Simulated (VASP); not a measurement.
# SiO2 (P4_2/mnm) in VASP: notebook, part 2 of 2

VASP 6.6.1.

### 3 Single point, PBE

This run uses another cell than the first one, of 9.14 Å³/atom, 1.012 times its volume.

Contents of INCAR:

```
ALGO     = Normal         # electronic algorithm
EDIFF    = 1E-6           # SCF threshold, eV
ENCUT    = 520            # plane-wave cutoff, eV
GGA      = PE             # functional
ISIF     = 2              # what is computed and relaxed
ISMEAR   = 0              # smearing method
LASPH    = T              # aspherical terms in the spheres
LCHARG   = F              # write CHGCAR
LREAL    = F              # projectors in reciprocal space
LWAVE    = F              # write WAVECAR
NBANDS   = 25             # bands
NELM     = 100            # most SCF steps
PREC     = Accurate       # precision mode
SIGMA    = 0.05           # smearing width, eV
```

Contents of KPOINTS:

```
k-points
0
Gamma
  6 6 8
```

Contents of POSCAR:

```
SiO2
1.0
    4.2676000000      0.0000000000      0.0000000000
    0.0000000000      4.2676000000      0.0000000000
    0.0000000000      0.0000000000      3.0125000000
Si O
2 4
Direct
    0.5000000000      0.5000000000      0.5000000000
    0.0000000000      0.0000000000      0.0000000000
    0.6930127928      0.6930127928      0.0000000000
    0.1930127928      0.8069872072      0.5000000000
    0.3069872072      0.3069872072      0.0000000000
    0.8069872072      0.1930127928      0.5000000000
```

Potentials or basis: VASP PAW PBE potentials, release 64 (Si, O).

On the command line:

```bash
$ cat potpaw_PBE.64/Si/POTCAR potpaw_PBE.64/O/POTCAR > POTCAR
$ mpirun -np 1 vasp_std > vasp.out
```

OUTCAR:

```text
EDIFF = 1E-6
   ENCUT = 520
   GGA = PE
   ISIF = 2
   ISMEAR = 0
   LASPH = T
   LREAL = F
   NELM = 100
   PREC = Accurate

 ion  position               nearest neighbor table
   1  0.500  0.500  0.500-   4 1.85   6 1.85   5 1.90   3 1.90   3 1.90   5 1.90
   2  0.000  0.000  0.000-   3 1.85   5 1.85   4 1.90   6 1.90   4 1.90   6 1.90
   3  0.693  0.693  0.000-   2 1.85   1 1.90   1 1.90
   4  0.193  0.807  0.500-   1 1.85   2 1.90   2 1.90
   5  0.307  0.307  0.000-   2 1.85   1 1.90   1 1.90
   6  0.807  0.193  0.500-   1 1.85   2 1.90   2 1.90

  LATTYP: Found a simple tetragonal cell.
 ALAT       =     4.2676000000
 C/A-ratio  =     0.7059002718

  Lattice vectors:

 A1 = (   4.2676000000,   0.0000000000,   0.0000000000)
 A2 = (   0.0000000000,   4.2676000000,   0.0000000000)
 A3 = (   0.0000000000,   0.0000000000,   3.0125000000)

Analysis of symmetry for initial positions (statically):
=====================================================================
 Subroutine PRICEL returns:
 Original cell was already a primitive cell.

 Routine SETGRP: Setting up the symmetry group for a
 simple tetragonal supercell.

 Subroutine GETGRP returns: Found 16 space group operations
 (whereof  8 operations were pure point group operations)
 out of a pool of 16 trial point group operations.

The static configuration has the point symmetry D_2h.
 The point group associated with its full space group is D_4h.

Analysis of symmetry for dynamics (positions and initial velocities):
=====================================================================
 Subroutine PRICEL returns:
 Original cell was already a primitive cell.

 Routine SETGRP: Setting up the symmetry group for a
 simple tetragonal supercell.

 Subroutine GETGRP returns: Found 16 space group operations
 (whereof  8 operations were pure point group operations)
 out of a pool of 16 trial point group operations.

The dynamic configuration has the point symmetry D_2h.
 The point group associated with its full space group is D_4h.

 Subroutine INISYM returns: Found 16 space group operations
 (whereof  8 operations are pure point group operations),
 and found     1 'primitive' translations

----------------------------------------------------------------------------------------

                                     Primitive cell

  volume of cell :      54.8649

  direct lattice vectors                    reciprocal lattice vectors
     4.267600000  0.000000000  0.000000000     0.234323742  0.000000000  0.000000000
     0.000000000  4.267600000  0.000000000     0.000000000  0.234323742  0.000000000
     0.000000000  0.000000000  3.012500000     0.000000000  0.000000000  0.331950207

  length of vectors
     4.267600000  4.267600000  3.012500000     0.234323742  0.234323742  0.331950207

  position of ions in fractional coordinates (direct lattice)
     0.500000000  0.500000000  0.500000000
     0.000000000  0.000000000  0.000000000
     0.693012793  0.693012793  0.000000000
     0.193012793  0.806987207  0.500000000
     0.306987207  0.306987207  0.000000000
     0.806987207  0.193012793  0.500000000

  ion indices of the primitive-cell ions
   primitive index   ion index
                 1           1
[... 26 lines left out ...]

 Subroutine IBZKPT returns following result:
 ===========================================

 Found     50 irreducible k-points:

 Following reciprocal coordinates:
            Coordinates               Weight
  0.000000  0.000000  0.000000      1.000000
  0.166667  0.000000  0.000000      4.000000
  0.333333  0.000000  0.000000      4.000000
  0.500000  0.000000  0.000000      2.000000
  0.166667  0.166667  0.000000      4.000000
  0.333333  0.166667  0.000000      8.000000
[... 16 lines left out ...]
  0.333333  0.000000  0.250000      8.000000
  0.500000  0.000000  0.250000      4.000000
 [... further k-points ...]
   k-points           NKPTS =     50   k-points in BZ     NKDIM =     50   number of bands    NBANDS=     25
   number of dos      NEDOS =    301   number of ions     NIONS =      6
   total plane-waves  NPLWV =  24576
   dimension x,y,z NGX =    32 NGY =   32 NGZ =   24
   dimension x,y,z NGXF=    64 NGYF=   64 NGZF=   48
   ions per type =               2   4
   NGX,Y,Z   is equivalent  to a cutoff of  12.47, 12.47, 13.24 a.u.
   NGXF,Y,Z  is equivalent  to a cutoff of  24.93, 24.93, 26.49 a.u.
 SYSTEM =  unknown system
   PREC   = accura    normal or accurate (medium, high low for compatibility)
   ISTART =      0    job   : 0-new  1-cont  2-samecut
   ICHARG =      2    charge: 1-file 2-atom 10-const
   ISPIN  =      1    spin polarized calculation?
   LNONCOLLINEAR =      F non collinear calculations
   LSORBIT =      F    spin-orbit coupling
   LASPH  =      T    aspherical Exc in radial PAW
   ENCUT  =  520.0 eV  38.22 Ry    6.18 a.u.   7.93  7.93  5.60*2*pi/ulx,y,z
   NELM   =    100;   NELMIN=  2; NELMDL= -5     # of ELM steps
   EDIFF  = 0.1E-05   stopping-criterion for ELM
   LREAL  =      F    real-space projection
   EDIFFG = 0.1E-04   stopping-criterion for IOM
   NSW    =      0    number of steps for IOM
   IBRION =     -1    ionic relax: 0-MD 1-quasi-New 2-CG
   NFREE  =      0    steps in history (QN), initial steepest desc. (CG)
   ISIF   =      2    stress and relaxation
   ISYM   =      2    0-nonsym 1-usesym 2-fastsym
   POTIM  = 0.5000    time-step for ionic-motion
   TEBEG  =    0.0;   TEEND  =   0.0 temperature during run
   PSTRESS=    0.0 pullay stress
   NELECT =      32.0000    total number of electrons
   NUPDOWN=      -1.0000    fix difference up-down
   EMIN   =  10.00;   EMAX   =-10.00  energy-range for DOS
   EFERMI =   0.00;   METHOD = LEGACY
   ISMEAR =     0;   SIGMA  =   0.05  broadening in eV -4-tet -1-fermi 0-gaus
   EFERMI_NEDOS =   21; number of points for ismear=-14 and -15
   IALGO  =     38    algorithm
   IMIX   =      4    mixing-type and parameters
     AMIX     =   0.40;   BMIX     =  1.00
     AMIX_MAG =   1.60;   BMIX_MAG =  1.00
  volume/ion in A,a.u.               =       9.14        61.71
  Fermi-wavevector in a.u.,A,eV,Ry     =   1.367813  2.584791 25.455302  1.870912
  Thomas-Fermi vector in A             =   2.493832
   LORBIT       =      0    0 simple, 1 ext, 2 COOP (PROOUT), +10 PAW based schemes
   GGA     = PE    functional components
   LHFCALC =     F    Hartree Fock is set to
   AEXX    =    0.0000 exact exchange contribution
   IVDW    =     0    specifies the selected vdW correction
   LEPSILON=     F    determine dielectric tensor
   LRPA    =     F    only Hartree local field effects (RPA)
 non-spin polarized calculation
 Gauss-broadening in eV      SIGMA  =   0.05
  energy-cutoff  :      520.00
  volume of cell :       54.86
 maximum number of plane-waves:      1512
 NGX is ok and might be reduce to    32
   NGX = 15   NGY = 15   NGZ = 11

 number of electron      32.0000026 magnetization

 Free energy of the ion-electron system (eV)
  ---------------------------------------------------
  ext. energy  EPLUGINS =         0.00000000
  ---------------------------------------------------
  free energy    TOTEN  =       -45.12926644 eV

  energy without entropy =      -45.12926644  energy(sigma->0) =      -45.12926644

 E-fermi :   6.4596     XC(G=0): -11.4843

 val. band max:        6.1737796360   @ k =   0.0000   0.0000   0.0000
 cond. band min:       8.7319059816   @ k =   0.0000   0.0000   0.0000
 fundamental gap:      2.5581263456
 Fermi energy:         6.4595514383

 k-point     1 :       0.0000    0.0000    0.0000
  band No.  band energies     occupation
      1     -14.6713      2.00000
      2     -11.6644      2.00000
      3     -11.6644      2.00000
      4     -11.4079      2.00000
      5      -3.6615      2.00000
      6       0.6160      2.00000
[... 661 lines left out ...]
     24      17.5947      0.00000
     25      19.1074      0.00000

 [... further k-points ...]
[... 5 lines left out ...]
  --------------------------------------------------------------------------------------
  -------------------------------------------------------------------------------------
  Total       -6.4972690     -6.4972690    -18.6592258      0.0000000      0.0000000      0.0000000
  in kB     -189.7347847   -189.7347847   -544.8911260      0.0000000      0.0000000      0.0000000
  external PRESSURE =    -308.1202318 kB  Pullay stress =       0.0000000 kB

 VOLUME and BASIS-vectors are now :
 -----------------------------------------------------------------------------
  energy-cutoff  :      520.00
  volume of cell :       54.86
      direct lattice vectors                 reciprocal lattice vectors
     4.267600000  0.000000000  0.000000000     0.234323742  0.000000000  0.000000000
     0.000000000  4.267600000  0.000000000     0.000000000  0.234323742  0.000000000
     0.000000000  0.000000000  3.012500000     0.000000000  0.000000000  0.331950207

 POSITION                                       TOTAL-FORCE (eV/Angst)
 -----------------------------------------------------------------------------------
      2.13380      2.13380      1.50625         0.000000      0.000000     -0.000000
      0.00000      0.00000      0.00000         0.000000      0.000000     -0.000000
      2.95750      2.95750      0.00000         0.253580      0.253580     -0.000000
      0.82370      3.44390      1.50625         0.253580     -0.253580      0.000000
      1.31010      1.31010      0.00000        -0.253580     -0.253580      0.000000
      3.44390      0.82370      1.50625        -0.253580      0.253580     -0.000000
 -----------------------------------------------------------------------------------
    total drift:                                0.000000      0.000000     -0.000000

  FREE ENERGIE OF THE ION-ELECTRON SYSTEM (eV)
  ---------------------------------------------------
  free  energy   TOTEN  =       -45.1292664367 eV

  energy  without entropy=      -45.1292664367  energy(sigma->0) =      -45.12926644
```

Wall time 39 s (1 thread of Intel Xeon 6975P-C (Granite Rapids), shared host); peak memory 0.18 GiB.

Results:

* Free energy: -45.1293 eV
* Pressure: -30.8 GPa
* Largest force: 0.359 eV/Å
* Band gap on the k mesh: 2.56 eV, direct

Forces on the atoms (eV/Å):
```
Si   0.000  0.000  0.000
Si   0.000  0.000  0.000
O    0.254  0.254  0.000
O    0.254 -0.254  0.000
O   -0.254 -0.254  0.000
O   -0.254  0.254  0.000
```

As with any semilocal functional, this PBE gap is likely too small.

### 4 Single point, PBE

This run uses another cell than the first one, of 9.17 Å³/atom, 1.015 times its volume.

Contents of INCAR:

```
SYSTEM = SiO2
PREC     = Accurate       ! precision mode
ENCUT    = 520            ! plane-wave cutoff, eV
EDIFF    = 1E-6           ! SCF threshold, eV
ISMEAR   = 0              ! smearing method
SIGMA    = 0.05           ! smearing width, eV
LREAL    = .FALSE.        ! projectors in reciprocal space
LASPH    = .TRUE.         ! aspherical terms in the spheres
NELM     = 100            ! most SCF steps
ALGO     = Normal         ! electronic algorithm
ISIF     = 2              ! what is computed and relaxed
LWAVE    = .FALSE.        ! write WAVECAR
LCHARG   = .FALSE.        ! write CHGCAR
GGA      = PE             ! functional
NBANDS   = 25             ! bands
```

Contents of KPOINTS:

```
regular mesh
0
G
  6 6 8
  0 0 0
```

POSCAR: that of step 3 with these lines changed.

```diff
@@ -2,5 +2,5 @@
 1.0
-    4.2676000000      0.0000000000      0.0000000000
-    0.0000000000      4.2676000000      0.0000000000
-    0.0000000000      0.0000000000      3.0125000000
+    4.3312000000      0.0000000000      0.0000000000
+    0.0000000000      4.3312000000      0.0000000000
+    0.0000000000      0.0000000000      2.9319000000
 Si O
```

Potentials or basis: VASP PAW PBE potentials, release 64 (Si, O).

On the command line:

```bash
$ cat potpaw_PBE.64/Si/POTCAR potpaw_PBE.64/O/POTCAR > POTCAR
$ mpirun -np 1 vasp_std > vasp.out
```

OUTCAR:

```text
SYSTEM = SiO2
   PREC = Accurate
   ENCUT = 520
   EDIFF = 1E-6
   ISMEAR = 0
   LREAL = .FALSE.
   LASPH = .TRUE.
   NELM = 100
   ISIF = 2
   GGA = PE

 ion  position               nearest neighbor table
   1  0.500  0.500  0.500-   4 1.88   6 1.88   5 1.88   3 1.88   3 1.88   5 1.88
   2  0.000  0.000  0.000-   3 1.88   5 1.88   4 1.88   6 1.88   4 1.88   6 1.88
   3  0.693  0.693  0.000-   2 1.88   1 1.88   1 1.88
   4  0.193  0.807  0.500-   1 1.88   2 1.88   2 1.88
   5  0.307  0.307  0.000-   2 1.88   1 1.88   1 1.88
   6  0.807  0.193  0.500-   1 1.88   2 1.88   2 1.88

[... 880 lines left out ...]
  -------------------------------------------------------------------------------------
  Total       -7.6943035     -7.6943035    -16.4615486      0.0000000      0.0000000      0.0000000
  in kB     -224.1373668   -224.1373668   -479.5298423      0.0000000      0.0000000      0.0000000
  external PRESSURE =    -309.2681919 kB  Pullay stress =       0.0000000 kB

 VOLUME and BASIS-vectors are now :
 -----------------------------------------------------------------------------
  energy-cutoff  :      520.00
  volume of cell :       55.00
      direct lattice vectors                 reciprocal lattice vectors
     4.331200000  0.000000000  0.000000000     0.230882896  0.000000000  0.000000000
     0.000000000  4.331200000  0.000000000     0.000000000  0.230882896  0.000000000
     0.000000000  0.000000000  2.931900000     0.000000000  0.000000000  0.341075753

 POSITION                                       TOTAL-FORCE (eV/Angst)
 -----------------------------------------------------------------------------------
      2.16560      2.16560      1.46595        -0.000000      0.000000      0.000000
      0.00000      0.00000      0.00000        -0.000000      0.000000      0.000000
      3.00158      3.00158      0.00000        -0.051944     -0.051944      0.000000
      0.83598      3.49522      1.46595        -0.051944      0.051944      0.000000
      1.32962      1.32962      0.00000         0.051944      0.051944      0.000000
      3.49522      0.83598      1.46595         0.051944     -0.051944      0.000000
 -----------------------------------------------------------------------------------
    total drift:                                0.000000      0.000000     -0.000000

  FREE ENERGIE OF THE ION-ELECTRON SYSTEM (eV)
  ---------------------------------------------------
  free  energy   TOTEN  =       -45.3969104296 eV

  energy  without entropy=      -45.3969104296  energy(sigma->0) =      -45.39691043
```

stdout:

```text
POSCAR found type information on POSCAR SiO
 POSCAR found :  2 types and       6 ions
 scaLAPACK will be used
 LDA part: xc-table for (Slater+PW92), standard interpolation
 POSCAR, INCAR and KPOINTS ok, starting setup
 FFT: planning ... GRIDC
 FFT: planning ... GRID_SOFT
 FFT: planning ... GRID
 WAVECAR not read
 entering main loop
```

It took 39 s on 1 thread of Intel Xeon 6975P-C (Granite Rapids), shared host; peak memory 0.18 GiB.

What came out:

```yaml
Free_energy: -45.3969 eV
Pressure: -30.9 GPa
Largest_force: 0.073 eV/Å
Band_gap_on_the_k_mesh: 2.67 eV, direct
```

Forces on the atoms (eV/Å):
```
Si   0.000  0.000  0.000
Si   0.000  0.000  0.000
O   -0.052 -0.052  0.000
O   -0.052  0.052  0.000
O    0.052  0.052  0.000
O    0.052 -0.052  0.000
```

Levels at points of the mesh, in eV from the valence-band top:
```
           k point  band 13  band 14  band 15  band 16  band 17  band 18  band 19  band 20
(0.00, 0.00, 0.00)    -2.54    -0.71    -0.71     0.00     2.67     5.15     6.52     6.52
(0.50, 0.00, 0.00)    -2.50    -2.50    -0.84    -0.84     5.25     5.25     7.19     7.19
(0.50, 0.50, 0.00)    -2.41    -2.41    -1.60    -1.60     5.03     5.03     7.99     7.99
(0.00, 0.00, 0.50)    -2.47    -2.47    -2.09    -2.09     7.00     7.00    11.04    11.04
(0.50, 0.00, 0.50)    -1.80    -1.80    -1.34    -1.34     7.01     7.01     8.53     8.53
(0.50, 0.50, 0.50)    -1.35    -1.35    -1.17    -1.17     5.41     5.41     9.92     9.92
```

### 5 The runs side by side

```tsv
cell	gap on the mesh (eV)	pressure (GPa)	largest force (eV/Å)
a = 4.299, b = 4.299, c = 2.932 Å, 6 atoms	2.86	-28.6	0.05
a = 4.268, b = 4.268, c = 3.013 Å, 6 atoms	2.56	-30.8	0.36
a = 4.331, b = 4.331, c = 2.932 Å, 6 atoms	2.67	-30.9	0.07
```

Alike in all rows: task single point; level PBE; potentials or basis VASP PAW PBE potentials, release 64 (Si, O); no spin polarisation; k mesh 6 × 6 × 8; cutoff (eV) 520; smearing gaussian 0.05 eV.

Absolute energies hang on the potentials; compare differences alone.
